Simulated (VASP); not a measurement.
# BN (I-4m2) in VASP: a series of runs

Runs on BN. Level: r2SCAN. Tasks: single point.

Everything below comes from runs of VASP 6.6.1. Logs are shortened: lines on timing, memory, paths and dates and some standing lists are left out, and cuts for length are marked.

## 1. The cell of the first run

Symmetry: I-4m2, No. 119, tetragonal system. Conventional cell: a = 2.552 Å, b = 2.552 Å, c = 3.718 Å, α = 90.00°, β = 90.00°, γ = 90.00°. B (site symmetry -4m2) has 4 N at 1.58 Å within 2.1 Å. N (site symmetry -4m2) has 4 B at 1.58 Å within 2.1 Å.

## 2. Single point, r2SCAN (strain +0.0300 x Voigt [0, 0, 1, 0, 0, 0])

Contents of POSCAR:

```
BN
1.0
    0.0000000000      1.8048137558      1.8589581685
    1.8048137558      0.0000000000      1.8589581685
    1.8048137558      1.8048137558      0.0000000000
B N
1 1
Direct
    0.0000000000      0.0000000000      0.0000000000
    0.7500000000      0.7500000000      0.7500000000
```

Contents of INCAR.step1:

```
SYSTEM = BN
PREC = Accurate ; ENCUT = 520
ISMEAR = 0 ; SIGMA = 0.05
LREAL = .FALSE. ; LASPH = .TRUE.
NELM = 100 ; NBANDS = 11
GGA = PE ; ALGO = Normal
EDIFF = 1E-4 ; LWAVE = .TRUE.
LCHARG = .FALSE.
```

Contents of INCAR.step2:

```
SYSTEM = BN
PREC = Accurate ; ENCUT = 520
EDIFF = 1E-6 ; ISMEAR = 0
SIGMA = 0.05 ; LREAL = .FALSE.
LASPH = .TRUE. ; NELM = 100
ALGO = Normal ; ISIF = 2
LWAVE = .FALSE. ; LCHARG = .FALSE.
METAGGA = R2SCAN ; LMIXTAU = .TRUE.
NBANDS = 11 ; ISTART = 1
```

Contents of KPOINTS:

```
regular mesh
0
G
  12 12 12
  0 0 0
```

Potentials or basis: VASP PAW PBE potentials, release 64 (B, N).

Run with:

```bash
cat potpaw_PBE.64/B/POTCAR potpaw_PBE.64/N/POTCAR > POTCAR
cp INCAR.step1 INCAR
mpirun -np 1 vasp_std > vasp.out
cp INCAR.step2 INCAR
mpirun -np 1 vasp_std > vasp.out
```

OUTCAR:

```text
SYSTEM = BN
   PREC = Accurate
   ENCUT = 520
   EDIFF = 1E-6
   ISMEAR = 0
   LREAL = .FALSE.
   LASPH = .TRUE.
   NELM = 100
   ISIF = 2
   METAGGA = R2SCAN
   ISTART = 1

 ion  position               nearest neighbor table
   1  0.000  0.000  0.000-   2 1.58   2 1.58   2 1.58   2 1.58
   2  0.750  0.750  0.750-   1 1.58   1 1.58   1 1.58   1 1.58

  LATTYP: Found a body centered tetragonal cell.
 ALAT       =     2.5523920910
 C/A-ratio  =     1.4566399693

  Lattice vectors:

 A1 = (  -1.8048137558,   0.0000000000,   1.8589581685)
 A2 = (   1.8048137558,   0.0000000000,   1.8589581685)
 A3 = (   0.0000000000,   1.8048137558,  -1.8589581685)

Analysis of symmetry for initial positions (statically):
=====================================================================
 Subroutine PRICEL returns:
 Original cell was already a primitive cell.

 Routine SETGRP: Setting up the symmetry group for a
 body centered tetragonal supercell.

 Subroutine GETGRP returns: Found  8 space group operations
 (whereof  8 operations were pure point group operations)
 out of a pool of 16 trial point group operations.

The static configuration has the point symmetry D_2d.

Analysis of symmetry for dynamics (positions and initial velocities):
=====================================================================
 Subroutine PRICEL returns:
 Original cell was already a primitive cell.

 Routine SETGRP: Setting up the symmetry group for a
 body centered tetragonal supercell.

 Subroutine GETGRP returns: Found  8 space group operations
 (whereof  8 operations were pure point group operations)
 out of a pool of 16 trial point group operations.

The dynamic configuration has the point symmetry D_2d.

 Subroutine INISYM returns: Found  8 space group operations
 (whereof  8 operations are pure point group operations),
 and found     1 'primitive' translations

----------------------------------------------------------------------------------------

                                     Primitive cell

  volume of cell :      12.1106

  direct lattice vectors                    reciprocal lattice vectors
     0.000000000  1.804813756  1.858958169    -0.277036896  0.277036896  0.268967860
     1.804813756  0.000000000  1.858958169     0.277036896 -0.277036896  0.268967860
     1.804813756  1.804813756  0.000000000     0.277036896  0.277036896 -0.268967860

  length of vectors
     2.590960858  2.590960858  2.552392091     0.475228990  0.475228990  0.475228990

  position of ions in fractional coordinates (direct lattice)
     0.000000000  0.000000000  0.000000000
     0.750000000  0.750000000  0.750000000

  ion indices of the primitive-cell ions
   primitive index   ion index
                 1           1
                 2           2

----------------------------------------------------------------------------------------

 KPOINTS: regular mesh

Automatic generation of k-mesh.
 Grid dimensions read from file:
 generate k-points for:   12   12   12

 Generating k-lattice:

  Cartesian coordinates                     Fractional coordinates (reciprocal lattice)
    -0.023086408  0.023086408  0.022413988     0.083333333  0.000000000  0.000000000
     0.023086408 -0.023086408  0.022413988     0.000000000  0.083333333  0.000000000
     0.023086408  0.023086408 -0.022413988     0.000000000  0.000000000  0.083333333

  Length of vectors
     0.039602416  0.039602416  0.039602416

  Shift w.r.t. Gamma in fractional coordinates (k-lattice)
     0.000000000  0.000000000  0.000000000

 Subroutine IBZKPT returns following result:
 ===========================================

 Found    163 irreducible k-points:

 Following reciprocal coordinates:
            Coordinates               Weight
  0.000000  0.000000  0.000000      1.000000
  0.083333 -0.000000  0.000000      8.000000
  0.166667 -0.000000  0.000000      8.000000
  0.250000  0.000000  0.000000      8.000000
  0.333333  0.000000  0.000000      8.000000
  0.416667 -0.000000  0.000000      8.000000
[... 16 lines left out ...]
  0.500000  0.166667  0.000000      8.000000
 -0.416667  0.166667  0.000000      8.000000
 [... further k-points ...]
   k-points           NKPTS =    163   k-points in BZ     NKDIM =    163   number of bands    NBANDS=     11
   number of dos      NEDOS =    301   number of ions     NIONS =      2
   total plane-waves  NPLWV =   8000
   dimension x,y,z NGX =    20 NGY =   20 NGZ =   20
   dimension x,y,z NGXF=    40 NGYF=   40 NGZF=   40
   ions per type =               1   1
   NGX,Y,Z   is equivalent  to a cutoff of  12.83, 12.83, 13.03 a.u.
   NGXF,Y,Z  is equivalent  to a cutoff of  25.67, 25.67, 26.05 a.u.
 SYSTEM =  BN
   PREC   = accura    normal or accurate (medium, high low for compatibility)
   ISTART =      1    job   : 0-new  1-cont  2-samecut
   ICHARG =      0    charge: 1-file 2-atom 10-const
   ISPIN  =      1    spin polarized calculation?
   LNONCOLLINEAR =      F non collinear calculations
[... 33 lines left out ...]
   LEPSILON=     F    determine dielectric tensor
   LRPA    =     F    only Hartree local field effects (RPA)
 non-spin polarized calculation
 Gauss-broadening in eV      SIGMA  =   0.05
  energy-cutoff  :      520.00
  volume of cell :       12.11
 maximum number of plane-waves:       342
   NGX =  9   NGY =  9   NGZ =  9

 number of electron       8.0000000 magnetization

 Free energy of the ion-electron system (eV)
  ---------------------------------------------------
  ext. energy  EPLUGINS =         0.00000000
  ---------------------------------------------------
  free energy    TOTEN  =       -19.14827019 eV

  energy without entropy =      -19.14827019  energy(sigma->0) =      -19.14827019

 E-fermi :   7.2846     XC(G=0): -13.5144

 val. band max:        7.0412888459   @ k =   0.0000   0.0000   0.0000
 cond. band min:      11.7185707742   @ k =   0.5000   0.0000   0.5000
 fundamental gap:      4.6772819283
 Fermi energy:         7.2845892917

 k-point     1 :       0.0000    0.0000    0.0000
  band No.  band energies     occupation
      1     -14.0636      2.00000
      2       6.7338      2.00000
      3       7.0413      2.00000
      4       7.0413      2.00000
      5      16.2795      0.00000
      6      16.2795      0.00000
      7      16.4909      0.00000
      8      17.5652      0.00000
      9      32.5850      0.00000
     10      34.4898      0.00000
     11      35.4372      0.00000

 k-point     2 :       0.0833   -0.0000    0.0000
  band No.  band energies     occupation
      1     -13.8921      2.00000
      2       5.9771      2.00000
      3       6.6692      2.00000
      4       6.8720      2.00000
      5      16.4316      0.00000
      6      16.5635      0.00000
      7      16.7833      0.00000
      8      18.1886      0.00000
      9      32.3552      0.00000
     10      32.7026      0.00000
     11      33.8676      0.00000

 k-point     3 :       0.1667   -0.0000    0.0000
  band No.  band energies     occupation
      1     -13.3848      2.00000
      2       3.8439      2.00000
      3       6.1769      2.00000
      4       6.4583      2.00000
      5      16.6688      0.00000
      6      17.2397      0.00000
      7      17.4008      0.00000
      8      19.6544      0.00000
      9      31.1449      0.00000
     10      32.0867      0.00000
     11      32.1477      0.00000

 k-point     4 :       0.2500    0.0000    0.0000
  band No.  band energies     occupation
      1     -12.5687      2.00000
      2       1.3229      2.00000
      3       5.6253      2.00000
      4       5.9787      2.00000
      5      16.8728      0.00000
      6      17.9216      0.00000
      7      17.9836      0.00000
      8      21.1372      0.00000
      9      30.8521      0.00000
     10      31.5801      0.00000
     11      31.6468      0.00000
[... 239 lines left out ...]
 k-point    22 :       0.4167    0.1667    0.0000
  band No.  band energies     occupation
      1     -10.6966      2.00000
      2      -1.3538      2.00000
      3       3.4907      2.00000
      4       4.1848      2.00000
      5      16.2646      0.00000
      6      19.6166      0.00000
      7      20.6091      0.00000
      8      21.6461      0.00000
      9      28.1283      0.00000
     10      33.8774      0.00000
     11      36.3815      0.00000

 k-point    23 :       0.5000    0.1667    0.0000
  band No.  band energies     occupation
      1      -9.7455      2.00000
      2      -2.9143      2.00000
      3       2.8687      2.00000
      4       4.2738      2.00000
      5      16.6571      0.00000
      6      19.5150      0.00000
      7      20.3725      0.00000
      8      22.9568      0.00000
      9      28.7198      0.00000
     10      34.1488      0.00000
     11      35.5666      0.00000

 k-point    24 :      -0.4167    0.1667    0.0000
  band No.  band energies     occupation
      1      -9.5170      2.00000
      2      -3.2451      2.00000
      3       2.4704      2.00000
      4       4.5999      2.00000
      5      17.1613      0.00000
      6      19.3626      0.00000
      7      19.9448      0.00000
      8      23.3767      0.00000
      9      29.2268      0.00000
     10      33.2336      0.00000
     11      34.5823      0.00000

 [... further k-points ...]
[... 5 lines left out ...]
  --------------------------------------------------------------------------------------
  -------------------------------------------------------------------------------------
  Total       -0.2640055     -0.2640055     -1.7252331      0.0000000      0.0000000      0.0000000
  in kB      -34.9268287    -34.9268287   -228.2411551      0.0000000      0.0000000      0.0000000
  external PRESSURE =     -99.3649375 kB  Pullay stress =       0.0000000 kB

 VOLUME and BASIS-vectors are now :
 -----------------------------------------------------------------------------
  energy-cutoff  :      520.00
  volume of cell :       12.11
      direct lattice vectors                 reciprocal lattice vectors
     0.000000000  1.804813756  1.858958169    -0.277036896  0.277036896  0.268967860
     1.804813756  0.000000000  1.858958169     0.277036896 -0.277036896  0.268967860
     1.804813756  1.804813756  0.000000000     0.277036896  0.277036896 -0.268967860

 POSITION                                       TOTAL-FORCE (eV/Angst)
 -----------------------------------------------------------------------------------
      0.00000      0.00000      0.00000        -0.000000     -0.000000     -0.000000
      2.70722      2.70722      2.78844         0.000000      0.000000      0.000000
 -----------------------------------------------------------------------------------
    total drift:                                0.000000      0.000000     -0.000001

  FREE ENERGIE OF THE ION-ELECTRON SYSTEM (eV)
  ---------------------------------------------------
  free  energy   TOTEN  =       -19.1482701929 eV

  energy  without entropy=      -19.1482701929  energy(sigma->0) =      -19.14827019
```

Run time: 2 min. Hardware: 1 thread of Intel Xeon 8259CL, shared host; peak memory 0.14 GiB.

Results:

```
Free energy            : -19.1483 eV
Pressure               : -9.9 GPa
Band gap on the k mesh : 4.68 eV, indirect (least direct gap 9.24 eV)
```

Levels at points of the mesh, in eV from the valence-band top:
```
           k point  band 2  band 3  band 4  band 5  band 6  band 7
(0.00, 0.00, 0.00)   -0.31    0.00    0.00    9.24    9.24    9.45
(0.50, 0.00, 0.00)  -10.95   -2.30   -1.83   10.06   11.34   11.39
(0.50, 0.50, 0.00)   -9.54   -4.80   -4.80    5.19   10.04   18.70
(0.50, 0.00, 0.50)   -9.11   -5.21   -5.20    4.68    9.33   18.52
```

Caveat: the cell differs from its parent crystal (strain +0.0300 x Voigt [0, 0, 1, 0, 0, 0]); the PAW data sets were made with another functional, which shifts forces and pressure a little.

## 3. Single point, r2SCAN (strain +0.0450 x Voigt [0, 0, 1, 0, 0, 0])

Contents of POSCAR:

```
BN
1.0
    0.0000000000      1.8048137558      1.8860303748
    1.8048137558      0.0000000000      1.8860303748
    1.8048137558      1.8048137558      0.0000000000
B N
1 1
Direct
    0.0000000000      0.0000000000      0.0000000000
    0.7500000000      0.7500000000      0.7500000000
```

Contents of INCAR.step1:

```
PREC     = Accurate       # precision mode
ENCUT    = 520            # plane-wave cutoff, eV
ISMEAR   = 0              # smearing method
SIGMA    = 0.05           # smearing width, eV
LREAL    = False          # projectors in reciprocal space
LASPH    = True           # aspherical terms in the spheres
NELM     = 80             # most SCF steps
NBANDS   = 11             # bands
GGA      = PE             # functional
ALGO     = Normal         # electronic algorithm
EDIFF    = 1E-4           # SCF threshold, eV
LWAVE    = True           # write WAVECAR
LCHARG   = False          # write CHGCAR
```

Contents of INCAR.step2:

```
PREC     = Accurate       # precision mode
ENCUT    = 520            # plane-wave cutoff, eV
EDIFF    = 1E-7           # SCF threshold, eV
ISMEAR   = 0              # smearing method
SIGMA    = 0.05           # smearing width, eV
LREAL    = False          # projectors in reciprocal space
LASPH    = True           # aspherical terms in the spheres
NELM     = 80             # most SCF steps
ALGO     = Normal         # electronic algorithm
ISIF     = 2              # what is computed and relaxed
LWAVE    = False          # write WAVECAR
LCHARG   = False          # write CHGCAR
METAGGA  = R2SCAN         # meta-GGA
LMIXTAU  = True         
NBANDS   = 11             # bands
ISTART   = 1
```

Contents of KPOINTS:

```
regular mesh
0
Gamma
  12 12 12
```

Potentials or basis: VASP PAW PBE potentials, release 64 (B, N).

Run with:

```bash
cat potpaw_PBE.64/B/POTCAR potpaw_PBE.64/N/POTCAR > POTCAR
cp INCAR.step1 INCAR
mpirun -np 1 vasp_std > vasp.out
cp INCAR.step2 INCAR
mpirun -np 1 vasp_std > vasp.out
```

Wall time 2.2 min (1 thread of Intel Xeon 8259CL, shared host); peak memory 0.14 GiB.

The run converged. Its results:

```
Free energy            : -19.1173 eV
Pressure               : -14.9 GPa
Band gap on the k mesh : 4.53 eV, indirect (least direct gap 9.09 eV)
```

Stress tensor (GPa, compression positive):
```
 -5.29   0.00   0.00
  0.00  -5.29   0.00
  0.00   0.00 -34.21
```

Levels at points of the mesh, in eV from the valence-band top:
| k point | band 1 | band 2 | band 3 | band 4 | band 5 | band 6 | band 7 | band 8 | band 9 |
| --- | --- | --- | --- | --- | --- | --- | --- | --- | --- |
| (0.00, 0.00, 0.00) | -20.99 | -0.46 | 0.00 | 0.00 | 9.09 | 9.09 | 9.40 | 10.22 | 25.22 |
| (0.50, 0.00, 0.00) | -16.88 | -10.87 | -2.44 | -1.74 | 9.60 | 11.33 | 11.34 | 15.83 | 24.07 |
| (0.50, 0.50, 0.00) | -15.85 | -9.63 | -4.65 | -4.65 | 5.29 | 10.13 | 18.38 | 18.38 | 20.73 |
| (0.50, 0.00, 0.50) | -15.35 | -9.00 | -5.25 | -5.23 | 4.53 | 9.09 | 18.10 | 18.76 | 21.59 |

Caveat: the cell differs from its parent crystal (strain +0.0450 x Voigt [0, 0, 1, 0, 0, 0]); the PAW data sets were made with another functional, which shifts forces and pressure a little. A k mesh can miss the band edges.

## 4. Single point, r2SCAN (strain +0.0600 x Voigt [0, 0, 1, 0, 0, 0])

Contents of POSCAR:

```
BN
1.0
    0.0000000000      1.8048137558      1.9131025811
    1.8048137558      0.0000000000      1.9131025811
    1.8048137558      1.8048137558      0.0000000000
B N
1 1
Direct
    0.0000000000      0.0000000000      0.0000000000
    0.7500000000      0.7500000000      0.7500000000
```

Contents of INCAR.step1:

```
SYSTEM = BN
PREC = Accurate ; ENCUT = 520
ISMEAR = 0 ; SIGMA = 0.05
LREAL = .False. ; LASPH = .True.
NELM = 80 ; NBANDS = 11
GGA = PE ; ALGO = Normal
EDIFF = 1E-4 ; LWAVE = .True.
LCHARG = .False.
```

Contents of INCAR.step2:

```
SYSTEM = BN
PREC = Accurate ; ENCUT = 520
EDIFF = 1E-6 ; ISMEAR = 0
SIGMA = 0.05 ; LREAL = .False.
LASPH = .True. ; NELM = 80
ALGO = Normal ; ISIF = 2
LWAVE = .False. ; LCHARG = .False.
METAGGA = R2SCAN ; LMIXTAU = .True.
NBANDS = 11 ; ISTART = 1
```

Contents of KPOINTS:

```
Automatic mesh
0
Gamma
  12 12 12
  0 0 0
```

Run with:

```bash
cat potpaw_PBE.64/B/POTCAR potpaw_PBE.64/N/POTCAR > POTCAR
cp INCAR.step1 INCAR
mpirun -np 1 vasp_std > vasp.out
cp INCAR.step2 INCAR
mpirun -np 1 vasp_std > vasp.out
```

It took 1.9 min on 1 thread of Intel Xeon 8259CL, shared host; peak memory 0.14 GiB.

The run converged. Its results:

```yaml
Free_energy: -19.0740 eV
Pressure: -19.6 GPa
Band_gap_on_the_k_mesh: 4.39 eV, indirect (least direct gap 8.95 eV)
```

Stress tensor (GPa, compression positive):
```
 -6.76   0.00   0.00
  0.00  -6.76   0.00
  0.00   0.00 -45.18
```

Levels at points of the mesh, in eV from the valence-band top:
```tsv
k point	band 1	band 2	band 3	band 4	band 5	band 6	band 7	band 8
(0.00, 0.00, 0.00)	-20.89	-0.62	0.00	0.00	8.95	8.95	9.36	9.91
(0.50, 0.00, 0.00)	-16.84	-10.79	-2.58	-1.65	9.15	11.27	11.35	15.62
(0.50, 0.50, 0.00)	-15.92	-9.72	-4.50	-4.50	5.39	10.21	18.07	18.07
(0.50, 0.00, 0.50)	-15.28	-8.89	-5.28	-5.26	4.39	8.85	17.68	18.54
```

Caveat: the cell differs from its parent crystal (strain +0.0600 x Voigt [0, 0, 1, 0, 0, 0]); the PAW data sets were made with another functional, which shifts forces and pressure a little. A k mesh can miss the band edges.

## 5. Single point, r2SCAN (strain +0.0525 x Voigt [0, 0, 1, 0, 0, 0])

Contents of POSCAR:

```
BN
1.0
    0.0000000000      1.8048137558      1.8995664780
    1.8048137558      0.0000000000      1.8995664780
    1.8048137558      1.8048137558      0.0000000000
B N
1 1
Direct
    0.0000000000      0.0000000000      0.0000000000
    0.7500000000      0.7500000000      0.7500000000
```

Contents of INCAR.step1:

```
PREC = Accurate
ENCUT = 520
ISMEAR = 0
SIGMA = 0.05
LREAL = F
LASPH = T
NELM = 100
NBANDS = 11
GGA = PE
ALGO = Normal
EDIFF = 1E-4
LWAVE = T
LCHARG = F
```

Contents of INCAR.step2:

```
PREC = Accurate
ENCUT = 520
EDIFF = 1E-6
ISMEAR = 0
SIGMA = 0.05
LREAL = F
LASPH = T
NELM = 100
ALGO = Normal
ISIF = 2
LWAVE = F
LCHARG = F
METAGGA = R2SCAN
LMIXTAU = T
NBANDS = 11
ISTART = 1
```

Contents of KPOINTS:

```
Automatic mesh
0
Gamma
  12 12 12
```

Run with:

```bash
cat potpaw_PBE.64/B/POTCAR potpaw_PBE.64/N/POTCAR > POTCAR
cp INCAR.step1 INCAR
mpirun -np 1 vasp_std > vasp.out
cp INCAR.step2 INCAR
mpirun -np 1 vasp_std > vasp.out
```

Wall time 1.9 min (1 thread of Intel Xeon 8259CL, shared host); peak memory 0.14 GiB.

Results (log left out):

* Free energy: -19.0971 eV
* Pressure: -17.3 GPa
* Band gap on the k mesh: 4.46 eV, indirect (least direct gap 9.02 eV)

Stress tensor (GPa, compression positive):
```
 -6.06   0.00   0.00
  0.00  -6.06   0.00
  0.00   0.00 -39.74
```

Levels at points of the mesh, in eV from the valence-band top:
| k point | band 1 | band 2 | band 3 | band 4 | band 5 | band 6 | band 7 | band 8 | band 9 |
| --- | --- | --- | --- | --- | --- | --- | --- | --- | --- |
| (0.00, 0.00, 0.00) | -20.94 | -0.54 | 0.00 | 0.00 | 9.02 | 9.02 | 9.38 | 10.06 | 25.06 |
| (0.50, 0.00, 0.00) | -16.86 | -10.83 | -2.51 | -1.70 | 9.38 | 11.30 | 11.34 | 15.72 | 23.92 |
| (0.50, 0.50, 0.00) | -15.88 | -9.68 | -4.57 | -4.57 | 5.34 | 10.17 | 18.22 | 18.22 | 20.48 |
| (0.50, 0.00, 0.50) | -15.32 | -8.95 | -5.27 | -5.25 | 4.46 | 8.97 | 17.89 | 18.65 | 21.47 |

Caveat: the cell differs from its parent crystal (strain +0.0525 x Voigt [0, 0, 1, 0, 0, 0]); the PAW data sets were made with another functional, which shifts forces and pressure a little.

## 6. Overview

```tsv
cell	gap on the mesh (eV)	pressure (GPa)
a = 2.591, b = 2.591, c = 2.552 Å, angles 60.5, 60.5, 59.0°, 2 atoms	4.68	-9.9
a = 2.610, b = 2.610, c = 2.552 Å, angles 60.7, 60.7, 58.5°, 2 atoms	4.53	-14.9
a = 2.630, b = 2.630, c = 2.552 Å, angles 61.0, 61.0, 58.1°, 2 atoms	4.39	-19.6
a = 2.620, b = 2.620, c = 2.552 Å, angles 60.9, 60.9, 58.3°, 2 atoms	4.46	-17.3
```

Alike in all rows: task single point; level r2SCAN; potentials or basis VASP PAW PBE potentials, release 64 (B, N); no spin polarisation; k mesh 12 × 12 × 12; cutoff (eV) 520; smearing gaussian 0.05 eV.

Caveats: the PAW data sets were made with another functional, which shifts forces and pressure a little.

Absolute energies hang on the potentials; compare differences alone.
